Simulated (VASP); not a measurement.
# W (R-3m) in VASP: single point with PBE

Aim: the single point of W with PBE.

Everything below comes from runs of VASP 6.6.1. Logs are shortened: lines on timing, memory, paths and dates and some standing lists are left out, and cuts for length are marked.

## (1) The cell of the first run

Symmetry: R-3m, No. 166, trigonal system. Conventional cell: a = 4.466 Å, b = 4.466 Å, c = 2.775 Å, α = 90.00°, β = 90.00°, γ = 120.00°. W (site symmetry -3m) has 14 W at 2.74 to 3.17 Å within 3.6 Å.

## (2) Single point, PBE

Contents of INCAR:

```
SYSTEM = W
ALGO     = Fast           ! electronic algorithm
EDIFF    = 1E-6           ! SCF threshold, eV
ENCUT    = 520            ! plane-wave cutoff, eV
GGA      = PE             ! functional
ISIF     = 2              ! what is computed and relaxed
ISMEAR   = 0              ! smearing method
LASPH    = .True.         ! aspherical terms in the spheres
LCHARG   = .True.         ! write CHGCAR
LELF     = .True.         ! ELF
LREAL    = .False.        ! projectors in reciprocal space
LVHAR    = .True.       
LWAVE    = .False.        ! write WAVECAR
NBANDS   = 28             ! bands
NELM     = 100            ! most SCF steps
PREC     = Accurate       ! precision mode
SIGMA    = 0.1            ! smearing width, eV
```

Contents of KPOINTS:

```
k-points
0
Gamma
  6 6 36
  0 0 0
```

Contents of POSCAR:

```
W
1.0
    7.7354122101      0.0000000000     -0.0000000366
   -3.8677061051      6.6990634827      0.0000000183
   -2.5784707411      0.0000000000      0.9250217459
W
3
Direct
    0.3333333333      0.6666666667      0.0000000000
    0.0000000000      0.0000000000      0.0000000000
    0.6666666667      0.3333333333      0.0000000000
```

Potentials or basis: VASP PAW PBE potentials, release 64 (W_sv).

Started as:

```
> cat potpaw_PBE.64/W_sv/POTCAR > POTCAR
> mpirun -np 1 vasp_std > vasp.out
```

OUTCAR:

```text
SYSTEM = W
   EDIFF = 1E-6
   ENCUT = 520
   GGA = PE
   ISIF = 2
   ISMEAR = 0
   LASPH = .True.
   LREAL = .False.
   NELM = 100
   PREC = Accurate

 ion  position               nearest neighbor table
   1  0.333  0.667  0.000-   2 2.74   3 2.74   2 2.74   3 2.74
   2  0.000  0.000  0.000-   1 2.74   3 2.74   3 2.74   1 2.74
   3  0.667  0.333  0.000-   2 2.74   1 2.74   2 2.74   1 2.74

  LATTYP: Found a base centered monoclinic cell.
 ALAT       =     3.1735110021
 B/A-ratio  =     4.2218624597
 C/A-ratio  =     0.8632001646
 COS(beta)  =    -0.5679204526

  Lattice vectors:

 A1 = (   1.2892353640,  -6.6990634827,   0.9250217276)
 A2 = (   1.2892353639,   6.6990634827,   0.9250217276)
 A3 = (  -2.5784707411,   0.0000000000,   0.9250217459)

Analysis of symmetry for initial positions (statically):
=====================================================================
 Subroutine PRICEL returns following result:

  LATTYP: Found a trigonal (rhomboedric) cell.
 ALAT       =     2.7393752067
 COS(alpha) =    -0.3289622027

  Lattice vectors:

 A1 = (  -1.2892353636,   2.2330211607,  -0.9250217276)
 A2 = (   2.5784707411,   0.0000000000,  -0.9250217459)
 A3 = (  -1.2892353632,  -2.2330211613,  -0.9250217276)

   3 primitive cells build up your supercell.

 Routine SETGRP: Setting up the symmetry group for a
 base centered monoclinic supercell.

 Subroutine GETGRP returns: Found  4 space group operations
 (whereof  4 operations were pure point group operations)
 out of a pool of  4 trial point group operations.

The static configuration has the point symmetry C_2h.

Analysis of symmetry for dynamics (positions and initial velocities):
=====================================================================
 Subroutine PRICEL returns following result:

  LATTYP: Found a trigonal (rhomboedric) cell.
 ALAT       =     2.7393752067
 COS(alpha) =    -0.3289622027

  Lattice vectors:

 A1 = (  -1.2892353636,   2.2330211607,  -0.9250217276)
 A2 = (   2.5784707411,   0.0000000000,  -0.9250217459)
 A3 = (  -1.2892353632,  -2.2330211613,  -0.9250217276)

   3 primitive cells build up your supercell.

 Routine SETGRP: Setting up the symmetry group for a
 base centered monoclinic supercell.

 Subroutine GETGRP returns: Found  4 space group operations
 (whereof  4 operations were pure point group operations)
 out of a pool of  4 trial point group operations.

The dynamic configuration has the point symmetry C_2h.

 Subroutine INISYM returns: Found  4 space group operations
 (whereof  4 operations are pure point group operations),
 and found     3 'primitive' translations

----------------------------------------------------------------------------------------

                                     Primitive cell

  volume of cell :      15.9782

  direct lattice vectors                    reciprocal lattice vectors
    -1.289235364  2.233021161 -0.925021728    -0.129275595  0.223911895 -0.360351894
     2.578470741  0.000000000 -0.925021746     0.258551184  0.000000000 -0.360351892
    -1.289235363 -2.233021161 -0.925021728    -0.129275595 -0.223911895 -0.360351894

  length of vectors
     2.739375207  2.739375219  2.739375207     0.443511222  0.443511219  0.443511222

  position of ions in fractional coordinates (direct lattice)
     0.000000000  1.000000000  0.000000000

  ion indices of the primitive-cell ions
   primitive index   ion index
                 1           1

----------------------------------------------------------------------------------------

 KPOINTS: k-points

Automatic generation of k-mesh.
 Grid dimensions read from file:
 generate k-points for:    6    6   36

 Generating k-lattice:

  Cartesian coordinates                     Fractional coordinates (reciprocal lattice)
     0.021545932  0.012439550  0.060058649     0.166666667  0.000000000  0.000000000
     0.000000000  0.024879099  0.000000000     0.000000000  0.166666667  0.000000000
     0.000000000  0.000000000  0.030029324     0.000000000  0.000000000  0.027777778

  Length of vectors
     0.065007776  0.024879099  0.030029324

  Shift w.r.t. Gamma in fractional coordinates (k-lattice)
     0.000000000  0.000000000  0.000000000

 -----------------------------------------------------------------------------
|                                                                             |
|           W    W    AA    RRRRR   N    N  II  N    N   GGGG   !!!           |
|           W    W   A  A   R    R  NN   N  II  NN   N  G    G  !!!           |
|           W    W  A    A  R    R  N N  N  II  N N  N  G       !!!           |
|           W WW W  AAAAAA  RRRRR   N  N N  II  N  N N  G  GGG   !            |
|           WW  WW  A    A  R   R   N   NN  II  N   NN  G    G                |
|           W    W  A    A  R    R  N    N  II  N    N   GGGG   !!!           |
|                                                                             |
|     Your reciprocal lattice and k-lattice belong to different lattice       |
|     classes:                                                                |
|                                                                             |
|        The reciprocal lattice is base-centered monoclinic,                  |
|        whereas your k-lattice is hexagonal.                                 |
|                                                                             |
|     Results are often still useful ...                                      |
|                                                                             |
 -----------------------------------------------------------------------------

 Subroutine IBZKPT returns following result:
 ===========================================

 Found    383 irreducible k-points:

 Following reciprocal coordinates:
            Coordinates               Weight
  0.000000  0.000000  0.000000      1.000000
  0.166667 -0.000000  0.000000      4.000000
  0.333333 -0.000000 -0.000000      4.000000
  0.500000  0.000000  0.000000      2.000000
  0.000000  0.166667  0.000000      2.000000
  0.166667  0.166667  0.000000      4.000000
[... 16 lines left out ...]
  0.500000  0.166667  0.027778      4.000000
 -0.333333  0.166667  0.027778      2.000000
 [... further k-points ...]
   k-points           NKPTS =    383   k-points in BZ     NKDIM =    383   number of bands    NBANDS=     28
   number of dos      NEDOS =    301   number of ions     NIONS =      3
   total plane-waves  NPLWV =  72000
   dimension x,y,z NGX =    60 NGY =   60 NGZ =   20
   dimension x,y,z NGXF=   120 NGYF=  120 NGZF=   40
   ions per type =               3
   NGX,Y,Z   is equivalent  to a cutoff of  12.89, 12.89, 12.14 a.u.
   NGXF,Y,Z  is equivalent  to a cutoff of  25.79, 25.79, 24.28 a.u.
 SYSTEM =  W
   PREC   = accura    normal or accurate (medium, high low for compatibility)
   ISTART =      0    job   : 0-new  1-cont  2-samecut
   ICHARG =      2    charge: 1-file 2-atom 10-const
   ISPIN  =      1    spin polarized calculation?
   LNONCOLLINEAR =      F non collinear calculations
   LSORBIT =      F    spin-orbit coupling
   LASPH  =      T    aspherical Exc in radial PAW
   ENCUT  =  520.0 eV  38.22 Ry    6.18 a.u.  14.38 14.38  5.09*2*pi/ulx,y,z
   NELM   =    100;   NELMIN=  2; NELMDL= -5     # of ELM steps
   EDIFF  = 0.1E-05   stopping-criterion for ELM
   LREAL  =      F    real-space projection
   EDIFFG = 0.1E-04   stopping-criterion for IOM
   NSW    =      0    number of steps for IOM
   IBRION =     -1    ionic relax: 0-MD 1-quasi-New 2-CG
   NFREE  =      0    steps in history (QN), initial steepest desc. (CG)
   ISIF   =      2    stress and relaxation
   ISYM   =      2    0-nonsym 1-usesym 2-fastsym
   POTIM  = 0.5000    time-step for ionic-motion
   TEBEG  =    0.0;   TEEND  =   0.0 temperature during run
   PSTRESS=    0.0 pullay stress
   NELECT =      42.0000    total number of electrons
   NUPDOWN=      -1.0000    fix difference up-down
   EMIN   =  10.00;   EMAX   =-10.00  energy-range for DOS
   EFERMI =   0.00;   METHOD = LEGACY
   ISMEAR =     0;   SIGMA  =   0.10  broadening in eV -4-tet -1-fermi 0-gaus
   EFERMI_NEDOS =   21; number of points for ismear=-14 and -15
   IALGO  =     68    algorithm
   IMIX   =      4    mixing-type and parameters
     AMIX     =   0.40;   BMIX     =  1.00
     AMIX_MAG =   1.60;   BMIX_MAG =  1.00
  volume/ion in A,a.u.               =      15.98       107.83
  Fermi-wavevector in a.u.,A,eV,Ry     =   1.566540  2.960331 33.389335  2.454047
  Thomas-Fermi vector in A             =   2.668853
   LORBIT       =      0    0 simple, 1 ext, 2 COOP (PROOUT), +10 PAW based schemes
   GGA     = PE    functional components
   LHFCALC =     F    Hartree Fock is set to
   AEXX    =    0.0000 exact exchange contribution
   IVDW    =     0    specifies the selected vdW correction
   LEPSILON=     F    determine dielectric tensor
   LRPA    =     F    only Hartree local field effects (RPA)
 non-spin polarized calculation
 RMM-DIIS sequential band-by-band and
 Gauss-broadening in eV      SIGMA  =   0.10
  energy-cutoff  :      520.00
  volume of cell :       47.93
 maximum number of plane-waves:      1307
 NGX is ok and might be reduce to    60
   NGX = 29   NGY = 29   NGZ = 11

 number of electron      42.0000007 magnetization

 Free energy of the ion-electron system (eV)
  ---------------------------------------------------
  ext. energy  EPLUGINS =         0.00000000
  ---------------------------------------------------
  free energy    TOTEN  =       -38.85347011 eV

  energy without entropy =      -38.84476653  energy(sigma->0) =      -38.84911832

 E-fermi :  11.3340     XC(G=0): -13.5956

 val. band max:       11.3325290000   @ k =   0.0000   0.1667   0.5000
 cond. band min:      11.3350035265   @ k =   0.5000   0.0000   0.0278
 fundamental gap:      0.0024745266
 Fermi energy:        11.3340356420

 k-point     1 :       0.0000    0.0000    0.0000
  band No.  band energies     occupation
      1     -62.8653      2.00000
      2     -62.7649      2.00000
      3     -62.7649      2.00000
      4     -27.4040      2.00000
      5     -27.4040      2.00000
      6     -26.7622      2.00000
[... 20 lines left out ...]
     27      13.9466      0.00000
     28      13.9473      0.00000

 k-point     2 :       0.1667   -0.0000    0.0000
  band No.  band energies     occupation
      1     -62.8410      2.00000
      2     -62.7639      2.00000
      3     -62.7463      2.00000
      4     -27.4691      2.00000
      5     -27.3513      2.00000
      6     -26.8657      2.00000
[... 20 lines left out ...]
     27      14.3151      0.00000
     28      14.3853      0.00000

 k-point     3 :       0.3333   -0.0000   -0.0000
  band No.  band energies     occupation
      1     -62.7862      2.00000
      2     -62.7487      2.00000
      3     -62.7287      2.00000
      4     -27.5338      2.00000
      5     -27.5091      2.00000
      6     -27.2057      2.00000
[... 20 lines left out ...]
     27      14.4666      0.00000
     28      14.5701      0.00000

 k-point     4 :       0.5000    0.0000    0.0000
  band No.  band energies     occupation
      1     -62.7400      2.00000
      2     -62.7399      2.00000
      3     -62.7399      2.00000
      4     -27.6831      2.00000
      5     -27.5141      2.00000
      6     -27.5141      2.00000
[... 578 lines left out ...]
     27      14.6978      0.00000
     28      15.9581      0.00000

 k-point    23 :       0.5000    0.1667    0.0278
  band No.  band energies     occupation
      1     -62.7561      2.00000
      2     -62.7385      2.00000
      3     -62.7346      2.00000
      4     -27.6397      2.00000
      5     -27.5909      2.00000
      6     -27.3671      2.00000
[... 20 lines left out ...]
     27      14.7153      0.00000
     28      16.0021      0.00000

 k-point    24 :      -0.3333    0.1667    0.0278
  band No.  band energies     occupation
      1     -62.8123      2.00000
      2     -62.7458      2.00000
      3     -62.7458      2.00000
      4     -27.4693      2.00000
      5     -27.4693      2.00000
      6     -26.9498      2.00000
[... 20 lines left out ...]
     27      14.4011      0.00000
     28      14.4011      0.00000

 [... further k-points ...]

------------------------ aborting loop because EDIFF is reached ----------------------------------------

  FORCE on cell =-STRESS in cart. coord.  units (eV):
  Direction    XX          YY          ZZ          XY          YZ          ZX
  --------------------------------------------------------------------------------------
  -------------------------------------------------------------------------------------
  Total        1.5455954      1.5460914      0.1369243     -0.0000000      0.0000000     -0.0000439
  in kB       51.6602972     51.6768773      4.5765874     -0.0000000      0.0000000     -0.0014658
  external PRESSURE =      35.9712540 kB  Pullay stress =       0.0000000 kB

 VOLUME and BASIS-vectors are now :
 -----------------------------------------------------------------------------
  energy-cutoff  :      520.00
  volume of cell :       47.93
      direct lattice vectors                 reciprocal lattice vectors
     7.735412210  0.000000000 -0.000000037     0.129275595  0.074637298  0.360351894
    -3.867706105  6.699063483  0.000000018     0.000000000  0.149274597  0.000000000
    -2.578470741  0.000000000  0.925021746     0.000000005  0.000000000  1.081055681

 POSITION                                       TOTAL-FORCE (eV/Angst)
 -----------------------------------------------------------------------------------
     -0.00000      4.46604      0.00000         0.000000     -0.000000      0.000000
      0.00000      0.00000      0.00000         0.000000     -0.000000     -0.000000
      3.86771      2.23302     -0.00000        -0.000000      0.000000     -0.000000
 -----------------------------------------------------------------------------------
    total drift:                                0.000000      0.000000     -0.000000

  FREE ENERGIE OF THE ION-ELECTRON SYSTEM (eV)
  ---------------------------------------------------
  free  energy   TOTEN  =       -38.8534701077 eV

  energy  without entropy=      -38.8447665336  energy(sigma->0) =      -38.84911832
```

Run time: 18 min. Hardware: 1 thread of Intel Xeon Platinum 8488C (Sapphire Rapids), shared host; peak memory 0.53 GiB.

What came out:

- Free energy: -38.8535 eV
- Pressure: 3.6 GPa
- Band gap on the k mesh: zero (bands 21 and 22 overlap by 3.09 eV)

Levels at points of the mesh, in eV from the Fermi level:
| k point | band 19 | band 20 | band 21 | band 22 | band 23 | band 24 |
| --- | --- | --- | --- | --- | --- | --- |
| (0.00, 0.00, 0.00) | -1.44 | -1.31 | -1.31 | -1.04 | 1.92 | 1.92 |
| (0.50, 0.00, 0.00) | -1.53 | -1.53 | 0.57 | 1.93 | 1.93 | 2.19 |
| (0.00, 0.50, 0.00) | -1.47 | -1.47 | -0.03 | -0.03 | 0.72 | 1.48 |
| (0.00, 0.00, 0.50) | -2.15 | -2.15 | 0.34 | 0.34 | 4.89 | 5.21 |
| (0.50, 0.00, 0.50) | -1.47 | -1.47 | 0.72 | 1.79 | 1.79 | 2.07 |
| (0.00, 0.50, 0.50) | 0.57 | 1.36 | 1.36 | 1.52 | 1.52 | 2.19 |

Caveat: the cell stands under pressure; spin-orbit coupling is left out, which moves the levels of the heavy elements.
